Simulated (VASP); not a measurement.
The system is InH2.

```
CELL_PARAMETERS angstrom
3.44321 0.00000 0.00000
0.00000 3.44321 0.00000
0.00000 0.00000 3.82658
ATOMIC_POSITIONS crystal
In 0.50000 0.50000 0.00000
H 0.00000 0.50000 0.87096
H 0.50000 0.00000 0.12904
```

The cell was built from a structure type or drawn by symmetry, and may not be a known phase.

```yaml
Program: VASP 6.6.1
Task: relaxation of cell and atoms
Functional: PBE
Potentials_or_basis: VASP PAW PBE potentials, release 64 (In_d, H)
Cutoff: 600 eV
k_mesh: 6 × 6 × 4
Occupations: gaussian, width 0.1 eV
Spin: no spin polarisation
```

At the start: pressure 10.1 GPa; volume 15.12 Å³/atom.

Where does the relaxation end?

Over 15 steps the energy falls by 187.2 meV/atom and the volume is 14.60 Å³/atom (-3.5 %); space group P-4m2 (No. 115, to 0.1 Å) before and after.

Step by step:
```csv
step,energy change (eV),largest force (eV/Å),pressure (GPa),volume (Å³)
1,0.0000,0.6883,10.14,45.37
2,-0.3674,0.2085,1.14,51.86
3,-0.3899,0.1418,-0.37,53.70
4,-0.3918,0.1259,-0.82,54.37
5,-0.3918,0.1221,-0.95,54.56
6,-0.4038,0.1127,-1.00,53.84
7,-0.4402,0.0925,-0.88,51.68
8,-0.5117,0.0764,-0.18,47.37
9,-0.3646,0.0965,6.03,38.72
10,-0.5333,0.0782,-0.15,45.97
11,-0.5524,0.0169,1.48,42.35
12,-0.5587,0.0538,0.54,43.87
13,-0.5597,0.0453,0.72,43.48
14,-0.5521,0.0495,-0.92,44.50
15,-0.5616,0.0149,0.17,43.79
```

Final structure:
```
CELL_PARAMETERS angstrom
3.80587 0.00000 0.00000
0.00000 3.80587 0.00000
0.00000 0.00000 3.02333
ATOMIC_POSITIONS crystal
In 0.50000 0.50000 0.00000
H 0.00000 0.50000 0.83072
H 0.50000 0.00000 0.16928
```

Caveat: the k points lie up to 0.52 Å⁻¹ apart in the final cell, too coarse for converged energies and pressures of a metal; a cell axis changed by over 15 % at a fixed basis, so the end point is rough.
